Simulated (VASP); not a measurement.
# NaH (Fm-3m) in VASP: a series of runs

Runs on NaH. Level: r2SCAN. Tasks: single point.

All numbers are computed with VASP 6.6.1; they aren't measurements. Logs are shortened: lines on timing, memory, paths and dates and some standing lists are left out, and cuts for length are marked.

## (1) The cell of the first run

The structure is cubic, space group Fm-3m (No. 225). The conventional cell has a = 4.594 Å, b = 4.594 Å, c = 4.594 Å, α = 90.00°, β = 90.00°, γ = 90.00°. Within 3.0 Å of Na (site symmetry m-3m) lie 6 H at 2.30 Å. Within 3.0 Å of H (site symmetry m-3m) lie 6 Na at 2.30 Å.

## (2) Single point, r2SCAN

Input file POSCAR:

```
NaH
1.0
    2.2970685631      2.2970685631      0.0000000000
   -2.2970685631      2.2970685631      0.0000000000
    0.0000000000      2.2970685631      2.2970685631
Na H
1 1
Direct
    0.0000000000      0.0000000000      0.0000000000
    0.5000000000      0.5000000000      0.0000000000
```

Input file INCAR.step1:

```
  ALGO = Normal
  EDIFF = 1E-4
  ENCUT = 520
  GGA = PE
  ISMEAR = 0
  LASPH = True
  LCHARG = False
  LREAL = False
  LWAVE = True
  NBANDS = 11
  NELM = 60
  PREC = Accurate
  SIGMA = 0.01
```

Input file INCAR.step2:

```
  ALGO = Normal
  EDIFF = 1E-6
  ENCUT = 520
  ISIF = 2
  ISMEAR = 0
  ISTART = 1
  LASPH = True
  LCHARG = False
  LMIXTAU = True
  LREAL = False
  LWAVE = False
  METAGGA = R2SCAN
  NBANDS = 11
  NELM = 60
  PREC = Accurate
  SIGMA = 0.01
```

Input file KPOINTS:

```
k-points
0
Gamma
  8 8 8
```

Potentials or basis: VASP PAW PBE potentials, release 64 (Na_pv, H).

On the command line:

```sh
> cat potpaw_PBE.64/Na_pv/POTCAR potpaw_PBE.64/H/POTCAR > POTCAR
> cp INCAR.step1 INCAR
> mpirun -np 1 vasp_std > vasp.out
> cp INCAR.step2 INCAR
> mpirun -np 1 vasp_std > vasp.out
```

OUTCAR:

```text
EDIFF = 1E-6
   ENCUT = 520
   ISIF = 2
   ISMEAR = 0
   ISTART = 1
   LASPH = True
   LREAL = False
   METAGGA = R2SCAN
   NELM = 60
   PREC = Accurate

 ion  position               nearest neighbor table
   1  0.000  0.000  0.000-
   2  0.500  0.500  0.000-

  LATTYP: Found a face centered cubic cell.
 ALAT       =     4.5941371262

  Lattice vectors:

 A1 = (   0.0000000000,   2.2970685631,   2.2970685631)
 A2 = (   2.2970685631,   0.0000000000,   2.2970685631)
 A3 = (   2.2970685631,   2.2970685631,   0.0000000000)

Analysis of symmetry for initial positions (statically):
=====================================================================
 Subroutine PRICEL returns:
 Original cell was already a primitive cell.

 Routine SETGRP: Setting up the symmetry group for a
 face centered cubic supercell.

 Subroutine GETGRP returns: Found 48 space group operations
 (whereof 48 operations were pure point group operations)
 out of a pool of 48 trial point group operations.

The static configuration has the point symmetry O_h .

Analysis of symmetry for dynamics (positions and initial velocities):
=====================================================================
 Subroutine PRICEL returns:
 Original cell was already a primitive cell.

 Routine SETGRP: Setting up the symmetry group for a
 face centered cubic supercell.

 Subroutine GETGRP returns: Found 48 space group operations
 (whereof 48 operations were pure point group operations)
 out of a pool of 48 trial point group operations.

The dynamic configuration has the point symmetry O_h .

 Subroutine INISYM returns: Found 48 space group operations
 (whereof 48 operations are pure point group operations),
 and found     1 'primitive' translations

----------------------------------------------------------------------------------------

                                     Primitive cell

  volume of cell :      24.2411

  direct lattice vectors                    reciprocal lattice vectors
     2.297068563  2.297068563  0.000000000     0.217668731  0.217668731 -0.217668731
    -2.297068563  2.297068563  0.000000000    -0.217668731  0.217668731 -0.217668731
     0.000000000  2.297068563  2.297068563     0.000000000  0.000000000  0.435337463

  length of vectors
     3.248545516  3.248545516  3.248545516     0.377013302  0.377013302  0.435337463

  position of ions in fractional coordinates (direct lattice)
     0.000000000  0.000000000  0.000000000
     0.500000000  0.500000000  0.000000000

  ion indices of the primitive-cell ions
   primitive index   ion index
                 1           1
                 2           2

----------------------------------------------------------------------------------------

 KPOINTS: k-points

Automatic generation of k-mesh.
 Grid dimensions read from file:
 generate k-points for:    8    8    8

 Generating k-lattice:

  Cartesian coordinates                     Fractional coordinates (reciprocal lattice)
     0.027208591  0.027208591 -0.027208591     0.125000000  0.000000000  0.000000000
    -0.027208591  0.027208591 -0.027208591     0.000000000  0.125000000  0.000000000
     0.000000000  0.000000000  0.054417183     0.000000000  0.000000000  0.125000000

  Length of vectors
     0.047126663  0.047126663  0.054417183

  Shift w.r.t. Gamma in fractional coordinates (k-lattice)
     0.000000000  0.000000000  0.000000000

 Subroutine IBZKPT returns following result:
 ===========================================

 Found     29 irreducible k-points:

 Following reciprocal coordinates:
            Coordinates               Weight
  0.000000  0.000000  0.000000      1.000000
  0.125000  0.000000  0.000000      8.000000
  0.250000  0.000000  0.000000      8.000000
  0.375000  0.000000  0.000000      8.000000
  0.500000  0.000000  0.000000      4.000000
  0.125000  0.125000  0.000000     12.000000
[... 16 lines left out ...]
  0.375000  0.250000  0.125000     48.000000
  0.500000  0.250000  0.125000     24.000000
 [... further k-points ...]
   k-points           NKPTS =     29   k-points in BZ     NKDIM =     29   number of bands    NBANDS=     11
   number of dos      NEDOS =    301   number of ions     NIONS =      2
   total plane-waves  NPLWV =  13824
   dimension x,y,z NGX =    24 NGY =   24 NGZ =   24
   dimension x,y,z NGXF=    48 NGYF=   48 NGZF=   48
   ions per type =               1   1
   NGX,Y,Z   is equivalent  to a cutoff of  12.28, 12.28, 12.28 a.u.
   NGXF,Y,Z  is equivalent  to a cutoff of  24.56, 24.56, 24.56 a.u.
 SYSTEM =  unknown system
   PREC   = accura    normal or accurate (medium, high low for compatibility)
   ISTART =      1    job   : 0-new  1-cont  2-samecut
   ICHARG =      0    charge: 1-file 2-atom 10-const
   ISPIN  =      1    spin polarized calculation?
   LNONCOLLINEAR =      F non collinear calculations
   LSORBIT =      F    spin-orbit coupling
   LASPH  =      T    aspherical Exc in radial PAW
   ENCUT  =  520.0 eV  38.22 Ry    6.18 a.u.   6.04  6.04  6.04*2*pi/ulx,y,z
   NELM   =     60;   NELMIN=  2; NELMDL=  0     # of ELM steps
   EDIFF  = 0.1E-05   stopping-criterion for ELM
   LREAL  =      F    real-space projection
   EDIFFG = 0.1E-04   stopping-criterion for IOM
   NSW    =      0    number of steps for IOM
   IBRION =     -1    ionic relax: 0-MD 1-quasi-New 2-CG
   NFREE  =      0    steps in history (QN), initial steepest desc. (CG)
   ISIF   =      2    stress and relaxation
   ISYM   =      2    0-nonsym 1-usesym 2-fastsym
   POTIM  = 0.5000    time-step for ionic-motion
   TEBEG  =    0.0;   TEEND  =   0.0 temperature during run
   PSTRESS=    0.0 pullay stress
   NELECT =       8.0000    total number of electrons
   NUPDOWN=      -1.0000    fix difference up-down
   EMIN   =  10.00;   EMAX   =-10.00  energy-range for DOS
   EFERMI =   0.00;   METHOD = LEGACY
   ISMEAR =     0;   SIGMA  =   0.01  broadening in eV -4-tet -1-fermi 0-gaus
   EFERMI_NEDOS =   21; number of points for ismear=-14 and -15
   IALGO  =     38    algorithm
   IMIX   =      4    mixing-type and parameters
     AMIX     =   0.40;   BMIX     =  1.00
     AMIX_MAG =   1.60;   BMIX_MAG =  1.00
  volume/ion in A,a.u.               =      12.12        81.79
  Fermi-wavevector in a.u.,A,eV,Ry     =   1.131325  2.137895 17.414058  1.279897
  Thomas-Fermi vector in A             =   2.268024
   LORBIT       =      0    0 simple, 1 ext, 2 COOP (PROOUT), +10 PAW based schemes
   METAGGA = R2SCAN    functional components
   LHFCALC =     F    Hartree Fock is set to
   AEXX    =    0.0000 exact exchange contribution
   IVDW    =     0    specifies the selected vdW correction
   LEPSILON=     F    determine dielectric tensor
   LRPA    =     F    only Hartree local field effects (RPA)
 non-spin polarized calculation
 Gauss-broadening in eV      SIGMA  =   0.01
  energy-cutoff  :      520.00
  volume of cell :       24.24
 maximum number of plane-waves:       666
   NGX = 13   NGY = 13   NGZ = 13

 number of electron       7.9999996 magnetization

 Free energy of the ion-electron system (eV)
  ---------------------------------------------------
  ext. energy  EPLUGINS =         0.00000000
  ---------------------------------------------------
  free energy    TOTEN  =        -7.57026112 eV

  energy without entropy =       -7.57026112  energy(sigma->0) =       -7.57026112

 E-fermi :  -0.8674     XC(G=0):  -8.7151

 val. band max:       -0.9490420533   @ k =   0.5000   0.5000   0.2500
 cond. band min:       3.7040179572   @ k =   0.5000   0.0000   0.0000
 fundamental gap:      4.6530600105
 Fermi energy:        -0.8674452854

 k-point     1 :       0.0000    0.0000    0.0000
  band No.  band energies     occupation
      1     -23.5823      2.00000
      2     -23.5821      2.00000
      3     -23.5819      2.00000
      4      -4.9314      2.00000
      5      11.9664      0.00000
      6      16.5837      0.00000
      7      16.5842      0.00000
      8      16.5848      0.00000
      9      17.9232      0.00000
     10      17.9236      0.00000
     11      17.9239      0.00000

 k-point     2 :       0.1250    0.0000    0.0000
  band No.  band energies     occupation
      1     -23.6042      2.00000
      2     -23.5847      2.00000
      3     -23.5844      2.00000
      4      -4.6249      2.00000
      5      10.6888      0.00000
      6      13.9555      0.00000
      7      15.7944      0.00000
      8      15.7947      0.00000
      9      18.7038      0.00000
     10      18.7040      0.00000
     11      19.2466      0.00000

 k-point     3 :       0.2500    0.0000    0.0000
  band No.  band energies     occupation
      1     -23.6572      2.00000
      2     -23.5905      2.00000
      3     -23.5903      2.00000
      4      -3.7598      2.00000
      5       7.7014      0.00000
      6      12.6022      0.00000
      7      14.8290      0.00000
      8      14.8293      0.00000
      9      18.9656      0.00000
     10      18.9660      0.00000
     11      20.8918      0.00000

 k-point     4 :       0.3750    0.0000    0.0000
  band No.  band energies     occupation
      1     -23.7092      2.00000
      2     -23.5963      2.00000
      3     -23.5961      2.00000
      4      -2.5658      2.00000
      5       4.9586      0.00000
      6      12.0414      0.00000
      7      14.1786      0.00000
      8      14.1789      0.00000
      9      18.5956      0.00000
     10      18.5962      0.00000
     11      21.3528      0.00000

 k-point     5 :       0.5000    0.0000    0.0000
  band No.  band energies     occupation
      1     -23.7305      2.00000
      2     -23.5988      2.00000
      3     -23.5985      2.00000
      4      -1.8419      2.00000
      5       3.7040      0.00000
      6      11.8820      0.00000
      7      13.9500      0.00000
      8      13.9504      0.00000
      9      18.4252      0.00000
     10      18.4258      0.00000
     11      21.1790      0.00000
[... 211 lines left out ...]
 k-point    21 :       0.5000    0.5000    0.0000
  band No.  band energies     occupation
      1     -23.7111      2.00000
      2     -23.6309      2.00000
      3     -23.6305      2.00000
      4      -1.1579      2.00000
      5       4.6014      0.00000
      6      10.3480      0.00000
      7      11.4725      0.00000
      8      11.4733      0.00000
      9      13.8308      0.00000
     10      26.4879      0.00000
     11      27.8597      0.00000

 k-point    22 :       0.2500    0.2500    0.1250
  band No.  band energies     occupation
      1     -23.6687      2.00000
      2     -23.6157      2.00000
      3     -23.5985      2.00000
      4      -3.0760      2.00000
      5       7.2884      0.00000
      6       9.6357      0.00000
      7      13.1951      0.00000
      8      16.1886      0.00000
      9      17.1765      0.00000
     10      20.0393      0.00000
     11      23.0001      0.00000

 k-point    23 :       0.3750    0.2500    0.1250
  band No.  band energies     occupation
      1     -23.6955      2.00000
      2     -23.6304      2.00000
      3     -23.6061      2.00000
      4      -2.0383      2.00000
      5       5.5342      0.00000
      6       8.4097      0.00000
      7      12.2809      0.00000
      8      16.5911      0.00000
      9      17.7733      0.00000
     10      20.1733      0.00000
     11      22.6994      0.00000

 k-point    24 :       0.5000    0.2500    0.1250
  band No.  band energies     occupation
      1     -23.7069      2.00000
      2     -23.6349      2.00000
      3     -23.6104      2.00000
      4      -1.4500      2.00000
      5       4.5756      0.00000
      6       8.1423      0.00000
      7      11.9051      0.00000
      8      16.6031      0.00000
      9      17.6236      0.00000
     10      21.3024      0.00000
     11      23.7155      0.00000

 [... further k-points ...]

------------------------ aborting loop because EDIFF is reached ----------------------------------------

  FORCE on cell =-STRESS in cart. coord.  units (eV):
  Direction    XX          YY          ZZ          XY          YZ          ZX
  --------------------------------------------------------------------------------------
  -------------------------------------------------------------------------------------
  Total        0.5315212      0.5315212      0.5315212     -0.0000000     -0.0000000      0.0000000
  in kB       35.1300961     35.1300961     35.1300961     -0.0000000     -0.0000000      0.0000000
  external PRESSURE =      35.1300961 kB  Pullay stress =       0.0000000 kB

 VOLUME and BASIS-vectors are now :
 -----------------------------------------------------------------------------
  energy-cutoff  :      520.00
  volume of cell :       24.24
      direct lattice vectors                 reciprocal lattice vectors
     2.297068563  2.297068563  0.000000000     0.217668731  0.217668731 -0.217668731
    -2.297068563  2.297068563  0.000000000    -0.217668731  0.217668731 -0.217668731
     0.000000000  2.297068563  2.297068563     0.000000000  0.000000000  0.435337463

 POSITION                                       TOTAL-FORCE (eV/Angst)
 -----------------------------------------------------------------------------------
      0.00000      0.00000      0.00000         0.000000     -0.000000      0.000000
      0.00000      2.29707      0.00000        -0.000000      0.000000      0.000000
 -----------------------------------------------------------------------------------
    total drift:                                0.000000     -0.000000     -0.000000

  FREE ENERGIE OF THE ION-ELECTRON SYSTEM (eV)
  ---------------------------------------------------
  free  energy   TOTEN  =        -7.5702611180 eV

  energy  without entropy=       -7.5702611180  energy(sigma->0) =       -7.57026112
```

Wall time 9.3 s (1 thread of Intel Xeon 6975P-C (Granite Rapids), shared host); peak memory 0.13 GiB.

What came out:

```
Free energy            : -7.5703 eV
Pressure               : 3.5 GPa
Band gap on the k mesh : 4.65 eV, indirect (least direct gap 5.55 eV)
```

Caveat: the PAW data sets were made with another functional, which shifts forces and pressure a little. r2SCAN opens gaps a little over a GGA but as a rule still falls short of measured ones.

## (3) Single point, r2SCAN

Input file POSCAR:

```
NaH
1.0
    2.2970685632      2.2970685632      0.0000000000
   -2.2970685632      2.2970685632      0.0000000000
    0.0000000000      2.2970685632      2.2970685632
Na H
1 1
Direct
    0.0000000000      0.0000000000      0.0000000000
    0.5000000000      0.5000000000      0.0000000000
```

Input file INCAR.step1:

```
PREC = Accurate
ENCUT = 520
ISMEAR = 0
SIGMA = 0.01
LREAL = F
LASPH = T
NELM = 100
NBANDS = 11
GGA = PE
ALGO = Normal
EDIFF = 1E-4
LWAVE = T
LCHARG = F
```

Input file INCAR.step2:

```
PREC = Accurate
ENCUT = 520
EDIFF = 1E-6
ISMEAR = 0
SIGMA = 0.01
LREAL = F
LASPH = T
NELM = 100
ALGO = Normal
ISIF = 2
LWAVE = F
LCHARG = T
METAGGA = R2SCAN
LMIXTAU = T
LELF = T
LVHAR = T
NBANDS = 11
ISTART = 1
```

Input file KPOINTS:

```
Automatic mesh
0
Gamma
  8 8 8
```

Potentials or basis: VASP PAW PBE potentials, release 64 (Na_pv, H).

On the command line:

```sh
> cat potpaw_PBE.64/Na_pv/POTCAR potpaw_PBE.64/H/POTCAR > POTCAR
> cp INCAR.step1 INCAR
> mpirun -np 1 vasp_std > vasp.out
> cp INCAR.step2 INCAR
> mpirun -np 1 vasp_std > vasp.out
```

Wall time 9.5 s (1 thread of Intel Xeon 6975P-C (Granite Rapids), shared host); peak memory 0.14 GiB.

The run converged. Its results:

* Free energy: -7.5703 eV
* Pressure: 3.5 GPa
* Band gap on the k mesh: 4.65 eV, indirect (least direct gap 5.55 eV)

Levels at points of the mesh, in eV from the valence-band top:
```tsv
k point	band 2	band 3	band 4	band 5	band 6	band 7
(0.00, 0.00, 0.00)	-22.63	-22.63	-3.98	12.92	17.53	17.53
(0.50, 0.00, 0.00)	-22.65	-22.65	-0.89	4.65	12.83	14.90
(0.50, 0.50, 0.00)	-22.68	-22.68	-0.21	5.55	11.30	12.42
```

Caveat: the PAW data sets were made with another functional, which shifts forces and pressure a little.

[end of part 1 of 2]
